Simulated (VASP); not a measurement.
The system is SrLi2GaS4.

```
Ga Sr Li S
1.0
    -3.25413    3.25413    3.86938
     3.25413   -3.25413    3.86938
     3.25413    3.25413   -3.86938
Ga Sr Li S
1 1 2 4
Cartesian
  0.0000 0.0000 0.0000
  0.0000 0.0000 3.8694
  3.2541 0.0000 1.9347
  0.0000 3.2541 1.9347
  1.3446 1.3446 -1.3260
  -1.9095 1.9095 5.1953
  1.9095 1.9095 2.5434
  1.9095 -1.9095 5.1953
```

| Property | Result |
| --- | --- |
| Program | VASP 6.6.1 |
| Task | relaxation of cell and atoms |
| Functional | PBE |
| Potentials or basis | VASP PAW PBE potentials, release 64 (Ga_d, Sr_sv, Li_sv, S) |
| Cutoff | 600 eV |
| k mesh | 6 × 6 × 6 |
| Occupations | fermi-dirac, width 0.1 eV |
| Spin | no spin polarisation |

At the start: pressure 1.1 GPa; volume 20.49 Å³/atom.

**Question.** Where does the relaxation end?

**Answer.** Over 6 steps the energy falls by 10.4 meV/atom and the volume is 21.28 Å³/atom (+3.9 %); space group I-42m (No. 121, to 0.1 Å) before and after.

Step by step:
| step | energy change (eV) | largest force (eV/Å) | pressure (GPa) | volume (Å³) |
| --- | --- | --- | --- | --- |
| 1 | 0.0000 | 0.4673 | 1.10 | 163.90 |
| 2 | -0.0544 | 0.3190 | 0.30 | 167.24 |
| 3 | -0.0784 | 0.1476 | -0.48 | 171.20 |
| 4 | -0.0786 | 0.1344 | -0.53 | 171.50 |
| 5 | -0.0827 | 0.0464 | 0.16 | 169.87 |
| 6 | -0.0831 | 0.0196 | 0.01 | 170.23 |

Final structure:
```
Ga Sr Li S
1.0
    -3.31414    3.31414    3.87473
     3.31414   -3.31414    3.87473
     3.31414    3.31414   -3.87473
Ga Sr Li S
1 1 2 4
Cartesian
  0.0000 0.0000 0.0000
  0.0000 0.0000 3.8747
  3.3141 0.0000 1.9374
  0.0000 3.3141 1.9374
  1.3343 1.3343 -1.2934
  -1.9798 1.9798 5.1681
  1.9798 1.9798 2.5813
  1.9798 -1.9798 5.1681
```

Caveat: the cutoff is under 1.25 times the usual one of these potentials, so pressure, stress and relaxed cells hold a basis-set (Pulay) error.
